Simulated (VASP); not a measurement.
# TiO2 (I4_1/amd) in VASP: a series of runs

TiO2 is run at these levels: PBE+U; tasks: single point.

All numbers are computed with VASP 6.6.1; they aren't measurements. Logs are shortened: lines on timing, memory, paths and dates and some standing lists are left out, and cuts for length are marked.

## 1. The cell of the first run

The structure is tetragonal, space group I4_1/amd (No. 141). The conventional cell has a = 4.009 Å, b = 4.009 Å, c = 9.778 Å, α = 90.00°, β = 90.00°, γ = 90.00°. Within 2.7 Å of Ti (site symmetry -4m2) lie 6 O at 2.01 to 2.05 Å. Within 2.7 Å of O (site symmetry 2mm) lie 3 Ti at 2.01 to 2.05 Å and 2 O at 2.55 Å.

## 2. Single point, PBE+U

Contents of INCAR:

```
  ALGO = Normal
  EDIFF = 1E-6
  ENCUT = 600
  GGA = PE
  GGA_COMPAT = False
  ISIF = 2
  ISMEAR = 0
  LASPH = True
  LCHARG = False
  LDAU = True
  LDAUJ = 0 0
  LDAUL = 2 -1
  LDAUPRINT = 1
  LDAUTYPE = 2
  LDAUU = 4 0
  LMAXMIX = 4
  LREAL = False
  LWAVE = False
  NBANDS = 33
  NELM = 200
  PREC = Accurate
  SIGMA = 0.05
```

Contents of KPOINTS:

```
k-points
0
Gamma
  8 8 8
```

Contents of POSCAR:

```
TiO2
1.0
   -2.0043000000      2.0043000000      4.8887928505
    2.0043000000     -2.0043000000      4.8887928505
    2.0043000000      2.0043000000     -4.8887928505
Ti O
2 4
Direct
    0.0000000000      0.0000000000      0.0000000000
    0.7500000000      0.2500000000      0.5000000000
    0.2052682436      0.2052682436      0.0000000000
    0.9552682436      0.4552682436      0.5000000000
    0.5447317564      0.0447317564      0.5000000000
    0.7947317564      0.7947317564      0.0000000000
```

Potentials or basis: VASP PAW PBE potentials, release 64 (Ti_sv, O).

Started as:

```bash
cat potpaw_PBE.64/Ti_sv/POTCAR potpaw_PBE.64/O/POTCAR > POTCAR
mpirun -np 1 vasp_std > vasp.out
```

OUTCAR:

```text
EDIFF = 1E-6
   ENCUT = 600
   GGA = PE
   ISIF = 2
   ISMEAR = 0
   LASPH = True
   LREAL = False
   NELM = 200
   PREC = Accurate

 ion  position               nearest neighbor table
   1  0.000  0.000  0.000-   3 2.01   6 2.01   4 2.05   5 2.05   5 2.05   4 2.05
   2  0.750  0.250  0.500-   4 2.01   5 2.01   6 2.05   3 2.05   6 2.05   3 2.05
   3  0.205  0.205  0.000-   1 2.01   2 2.05   2 2.05
   4  0.955  0.455  0.500-   2 2.01   1 2.05   1 2.05
   5  0.545  0.045  0.500-   2 2.01   1 2.05   1 2.05
   6  0.795  0.795  0.000-   1 2.01   2 2.05   2 2.05

  LATTYP: Found a body centered tetragonal cell.
 ALAT       =     4.0086000000
 C/A-ratio  =     2.4391522479

  Lattice vectors:

 A1 = (  -2.0043000000,   2.0043000000,   4.8887928505)
 A2 = (   2.0043000000,  -2.0043000000,   4.8887928505)
 A3 = (   2.0043000000,   2.0043000000,  -4.8887928505)

Analysis of symmetry for initial positions (statically):
=====================================================================
 Subroutine PRICEL returns:
 Original cell was already a primitive cell.

 Routine SETGRP: Setting up the symmetry group for a
 body centered tetragonal supercell.

 Subroutine GETGRP returns: Found 16 space group operations
 (whereof  8 operations were pure point group operations)
 out of a pool of 16 trial point group operations.

The static configuration has the point symmetry D_2d.
 The point group associated with its full space group is D_4h.

Analysis of symmetry for dynamics (positions and initial velocities):
=====================================================================
 Subroutine PRICEL returns:
 Original cell was already a primitive cell.

 Routine SETGRP: Setting up the symmetry group for a
 body centered tetragonal supercell.

 Subroutine GETGRP returns: Found 16 space group operations
 (whereof  8 operations were pure point group operations)
 out of a pool of 16 trial point group operations.

The dynamic configuration has the point symmetry D_2d.
 The point group associated with its full space group is D_4h.

 Subroutine INISYM returns: Found 16 space group operations
 (whereof  8 operations are pure point group operations),
 and found     1 'primitive' translations

----------------------------------------------------------------------------------------

                                     Primitive cell

  volume of cell :      78.5574

  direct lattice vectors                    reciprocal lattice vectors
    -2.004300000  2.004300000  4.888792850     0.000000000  0.249463653  0.102274736
     2.004300000 -2.004300000  4.888792850     0.249463653  0.000000000  0.102274736
     2.004300000  2.004300000 -4.888792850     0.249463653  0.249463653  0.000000000

  length of vectors
     5.651082420  5.651082420  5.651082420     0.269614977  0.269614977  0.352794882

  position of ions in fractional coordinates (direct lattice)
     0.000000000  0.000000000  0.000000000
     0.750000000  0.250000000  0.500000000
     0.205268244  0.205268244  0.000000000
     0.955268244  0.455268244  0.500000000
     0.544731756  0.044731756  0.500000000
     0.794731756  0.794731756  0.000000000

  ion indices of the primitive-cell ions
[... 110 lines left out ...]
   AEXX    =    0.0000 exact exchange contribution
   IVDW    =     0    specifies the selected vdW correction
   LEPSILON=     F    determine dielectric tensor
   LRPA    =     F    only Hartree local field effects (RPA)
 non-spin polarized calculation
 Gauss-broadening in eV      SIGMA  =   0.05
  energy-cutoff  :      600.00
  volume of cell :       78.56
 maximum number of plane-waves:      2656
 NGX is ok and might be reduce to    48
   NGX = 23   NGY = 23   NGZ = 23

atom =   1  type =  1  l = 2

 onsite density matrix

spin component  1

  0.0915 -0.0000  0.0000 -0.0000 -0.0000
 -0.0000  0.0942 -0.0000  0.0000 -0.0000
  0.0000 -0.0000  0.2511 -0.0000  0.0000
 -0.0000  0.0000 -0.0000  0.0942  0.0000
 -0.0000 -0.0000  0.0000  0.0000  0.2137

spin component  2

  0.0915 -0.0000  0.0000 -0.0000 -0.0000
 -0.0000  0.0942 -0.0000  0.0000 -0.0000
  0.0000 -0.0000  0.2511 -0.0000  0.0000
 -0.0000  0.0000 -0.0000  0.0942  0.0000
 -0.0000 -0.0000  0.0000  0.0000  0.2137

 occupancies and eigenvectors

  o =  0.0915  v =  1.0000  0.0000  0.0000  0.0000  0.0000  0.0000  0.0000  0.0000  0.0000  0.0000      0.0000  0.0000  0.0000  0.0000  0.0000  0.0000  0.0000  0.0000  0.0000  0.0000
  o =  0.0915  v =  0.0000  0.0000  0.0000  0.0000  0.0000  1.0000  0.0000  0.0000  0.0000  0.0000      0.0000  0.0000  0.0000  0.0000  0.0000  0.0000  0.0000  0.0000  0.0000  0.0000
  o =  0.0942  v =  0.0000 -0.9592  0.0000  0.2827  0.0000  0.0000  0.0000  0.0000  0.0000  0.0000      0.0000  0.0000  0.0000  0.0000  0.0000  0.0000  0.0000  0.0000  0.0000  0.0000
  o =  0.0942  v =  0.0000  0.0000  0.0000  0.0000  0.0000  0.0000 -0.9592  0.0000  0.2827  0.0000      0.0000  0.0000  0.0000  0.0000  0.0000  0.0000  0.0000  0.0000  0.0000  0.0000
  o =  0.0942  v =  0.0000 -0.2827  0.0000 -0.9592 -0.0000  0.0000  0.0000  0.0000  0.0000  0.0000      0.0000  0.0000  0.0000  0.0000  0.0000  0.0000  0.0000  0.0000  0.0000  0.0000
  o =  0.0942  v =  0.0000  0.0000  0.0000  0.0000  0.0000  0.0000 -0.2827  0.0000 -0.9592 -0.0000      0.0000  0.0000  0.0000  0.0000  0.0000  0.0000  0.0000  0.0000  0.0000  0.0000
  o =  0.2137  v =  0.0000  0.0000 -0.0000 -0.0000  1.0000  0.0000  0.0000  0.0000  0.0000  0.0000      0.0000  0.0000  0.0000  0.0000  0.0000  0.0000  0.0000  0.0000  0.0000  0.0000
  o =  0.2137  v =  0.0000  0.0000  0.0000  0.0000  0.0000  0.0000  0.0000 -0.0000 -0.0000  1.0000      0.0000  0.0000  0.0000  0.0000  0.0000  0.0000  0.0000  0.0000  0.0000  0.0000
  o =  0.2511  v =  0.0000  0.0000  0.0000  0.0000  0.0000  0.0000 -0.0000 -1.0000  0.0000 -0.0000      0.0000  0.0000  0.0000  0.0000  0.0000  0.0000  0.0000  0.0000  0.0000  0.0000
  o =  0.2511  v =  0.0000 -0.0000 -1.0000  0.0000 -0.0000  0.0000  0.0000  0.0000  0.0000  0.0000      0.0000  0.0000  0.0000  0.0000  0.0000  0.0000  0.0000  0.0000  0.0000  0.0000

atom =   2  type =  1  l = 2

 onsite density matrix

spin component  1

  0.0915 -0.0000  0.0000 -0.0000 -0.0000
 -0.0000  0.0942  0.0000  0.0000  0.0000
  0.0000  0.0000  0.2511  0.0000 -0.0000
 -0.0000  0.0000  0.0000  0.0942 -0.0000
 -0.0000  0.0000 -0.0000 -0.0000  0.2137

spin component  2

  0.0915 -0.0000  0.0000 -0.0000 -0.0000
 -0.0000  0.0942  0.0000  0.0000  0.0000
  0.0000  0.0000  0.2511  0.0000 -0.0000
 -0.0000  0.0000  0.0000  0.0942 -0.0000
 -0.0000  0.0000 -0.0000 -0.0000  0.2137

 occupancies and eigenvectors

  o =  0.0915  v =  1.0000  0.0000  0.0000  0.0000  0.0000  0.0000  0.0000  0.0000  0.0000  0.0000      0.0000  0.0000  0.0000  0.0000  0.0000  0.0000  0.0000  0.0000  0.0000  0.0000
  o =  0.0915  v =  0.0000  0.0000  0.0000  0.0000  0.0000  1.0000  0.0000  0.0000  0.0000  0.0000      0.0000  0.0000  0.0000  0.0000  0.0000  0.0000  0.0000  0.0000  0.0000  0.0000
  o =  0.0942  v =  0.0000  0.5103  0.0000 -0.8600  0.0000  0.0000  0.0000  0.0000  0.0000  0.0000      0.0000  0.0000  0.0000  0.0000  0.0000  0.0000  0.0000  0.0000  0.0000  0.0000
  o =  0.0942  v =  0.0000  0.0000  0.0000  0.0000  0.0000  0.0000  0.5103  0.0000 -0.8600  0.0000      0.0000  0.0000  0.0000  0.0000  0.0000  0.0000  0.0000  0.0000  0.0000  0.0000
  o =  0.0942  v =  0.0000 -0.8600  0.0000 -0.5103 -0.0000  0.0000  0.0000  0.0000  0.0000  0.0000      0.0000  0.0000  0.0000  0.0000  0.0000  0.0000  0.0000  0.0000  0.0000  0.0000
  o =  0.0942  v =  0.0000  0.0000  0.0000  0.0000  0.0000  0.0000 -0.8600  0.0000 -0.5103 -0.0000      0.0000  0.0000  0.0000  0.0000  0.0000  0.0000  0.0000  0.0000  0.0000  0.0000
  o =  0.2137  v =  0.0000 -0.0000  0.0000 -0.0000  1.0000  0.0000  0.0000  0.0000  0.0000  0.0000      0.0000  0.0000  0.0000  0.0000  0.0000  0.0000  0.0000  0.0000  0.0000  0.0000
  o =  0.2137  v =  0.0000  0.0000  0.0000  0.0000  0.0000  0.0000 -0.0000  0.0000 -0.0000  1.0000      0.0000  0.0000  0.0000  0.0000  0.0000  0.0000  0.0000  0.0000  0.0000  0.0000
  o =  0.2511  v =  0.0000  0.0000  0.0000  0.0000  0.0000  0.0000  0.0000  1.0000  0.0000 -0.0000      0.0000  0.0000  0.0000  0.0000  0.0000  0.0000  0.0000  0.0000  0.0000  0.0000
  o =  0.2511  v =  0.0000  0.0000  1.0000  0.0000 -0.0000  0.0000  0.0000  0.0000  0.0000  0.0000      0.0000  0.0000  0.0000  0.0000  0.0000  0.0000  0.0000  0.0000  0.0000  0.0000

 number of electron      47.9999999 magnetization

 Free energy of the ion-electron system (eV)
  ---------------------------------------------------
  ext. energy  EPLUGINS =         0.00000000
  ---------------------------------------------------
  free energy    TOTEN  =       -48.24919869 eV

  energy without entropy =      -48.24919869  energy(sigma->0) =      -48.24919869

 E-fermi :   2.6354     XC(G=0): -10.0266

 val. band max:        2.3109500921   @ k =  -0.3750   0.3750   0.0000
 cond. band min:       4.7191478230   @ k =   0.0000   0.0000   0.0000
 fundamental gap:      2.4081977309
 Fermi energy:         2.6353626887

 k-point     1 :       0.0000    0.0000    0.0000
  band No.  band energies     occupation
      1     -55.5728      2.00000
      2     -55.5401      2.00000
      3     -31.8079      2.00000
      4     -31.6998      2.00000
      5     -31.6998      2.00000
      6     -31.6547      2.00000
[... 853 lines left out ...]
     32       8.0594      0.00000
     33       8.3679      0.00000

 [... further k-points ...]

------------------------ aborting loop because EDIFF is reached ----------------------------------------

  FORCE on cell =-STRESS in cart. coord.  units (eV):
  Direction    XX          YY          ZZ          XY          YZ          ZX
  --------------------------------------------------------------------------------------
  -------------------------------------------------------------------------------------
  Total       -7.0554460     -7.0554460     -3.9704868      0.0000000     -0.0000000      0.0000000
  in kB     -143.8957534   -143.8957534    -80.9780388      0.0000000     -0.0000000      0.0000000
  external PRESSURE =    -122.9231819 kB  Pullay stress =       0.0000000 kB

 VOLUME and BASIS-vectors are now :
 -----------------------------------------------------------------------------
  energy-cutoff  :      600.00
  volume of cell :       78.56
      direct lattice vectors                 reciprocal lattice vectors
    -2.004300000  2.004300000  4.888792850     0.000000000  0.249463653  0.102274736
     2.004300000 -2.004300000  4.888792850     0.249463653  0.000000000  0.102274736
     2.004300000  2.004300000 -4.888792850     0.249463653  0.249463653  0.000000000

 POSITION                                       TOTAL-FORCE (eV/Angst)
 -----------------------------------------------------------------------------------
      0.00000      0.00000      0.00000        -0.000000     -0.000000     -0.000000
      0.00000      2.00430      2.44440        -0.000000     -0.000000     -0.000000
      0.00000      0.00000      2.00703        -0.000000      0.000000      0.042885
      0.00000      2.00430      4.45142         0.000000     -0.000000      0.042885
      0.00000      2.00430      0.43737         0.000000     -0.000000     -0.042885
      0.00000      0.00000      7.77056        -0.000000      0.000000     -0.042885
 -----------------------------------------------------------------------------------
    total drift:                                0.000000      0.000000     -0.000000

  FREE ENERGIE OF THE ION-ELECTRON SYSTEM (eV)
  ---------------------------------------------------
  free  energy   TOTEN  =       -48.2491986875 eV

  energy  without entropy=      -48.2491986875  energy(sigma->0) =      -48.24919869
```

It took 12 min on 1 thread of Intel Xeon 8259CL, shared host; peak memory 0.41 GiB.

Results:

- Free energy: -48.2492 eV
- Pressure: -12.3 GPa
- Largest force: 0.043 eV/Å
- Band gap on the k mesh: 2.41 eV (least direct gap 2.64 eV)

Forces in eV/Å, atoms in the order of the input:
```
Ti   0.000  0.000  0.000
Ti   0.000  0.000  0.000
O    0.000  0.000  0.043
O    0.000  0.000  0.043
O    0.000  0.000 -0.043
O    0.000  0.000 -0.043
```

Levels at points of the mesh, in eV from the valence-band top:
| k point | band 21 | band 22 | band 23 | band 24 | band 25 | band 26 | band 27 | band 28 |
| --- | --- | --- | --- | --- | --- | --- | --- | --- |
| (0.00, 0.00, 0.00) | -0.60 | -0.60 | -0.28 | -0.28 | 2.41 | 3.07 | 3.91 | 3.91 |
| (0.50, 0.00, 0.00) | -1.46 | -0.80 | -0.65 | -0.55 | 3.25 | 3.48 | 3.51 | 3.62 |
| (0.50, 0.50, 0.00) | -1.62 | -1.62 | -0.03 | -0.03 | 3.38 | 3.38 | 3.72 | 3.72 |
| (0.50, 0.50, 0.50) | -1.07 | -1.07 | -0.08 | -0.08 | 2.73 | 2.73 | 3.77 | 3.77 |

Eigenvalues of the final occupation matrices:
```csv
site,spin,trace,eigenvalues
site 1 d,1,0.74,0.09 0.09 0.09 0.21 0.25
site 1 d,2,0.74,0.09 0.09 0.09 0.21 0.25
site 2 d,1,0.74,0.09 0.09 0.09 0.21 0.25
site 2 d,2,0.74,0.09 0.09 0.09 0.21 0.25
```

Caveat: the cell stands under tension. A k mesh can miss the band edges.

[end of part 1 of 2]
